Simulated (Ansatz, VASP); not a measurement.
**Two plane-wave programs on LaYN2**

```
CELL_PARAMETERS angstrom
4.08732 0.00000 0.00000
-2.04366 3.53972 0.00000
0.00000 0.00000 7.61100
ATOMIC_POSITIONS crystal
La 0.00000 0.00000 0.00000
Y 0.00000 0.00000 0.50000
N 0.33333 0.66667 0.00000
N 0.66667 0.33333 0.00000
```

Alike in both runs: functional PBE; k mesh 12 × 12 × 6; occupations gaussian, width 0.1 eV; no spin polarisation.

Ansatz relaxed the structure, and its values are those at the end. VASP's run is a single point on that final structure, the one shown.

|  | VASP | Ansatz |
| --- | --- | --- |
| version | VASP 6.6.1 | Ansatz 0.2.0 |
| potentials or method | VASP PAW PBE potentials, release 64 (La, Y_sv, N), cutoff 520 eV | scalar-relativistic, plane waves, PAW |
| valence electrons in the cell | 32 | 32 |

|  | VASP | Ansatz | Ansatz less VASP |
| --- | --- | --- | --- |
| gap on the k mesh at the Fermi level (eV) | none | none | - |
| pressure (GPa) | -0.1 | 0.0 | +0.04 |

A gap of «none» marks a metal or a gap that the smearing closes.

Neither program's run includes spin-orbit coupling.
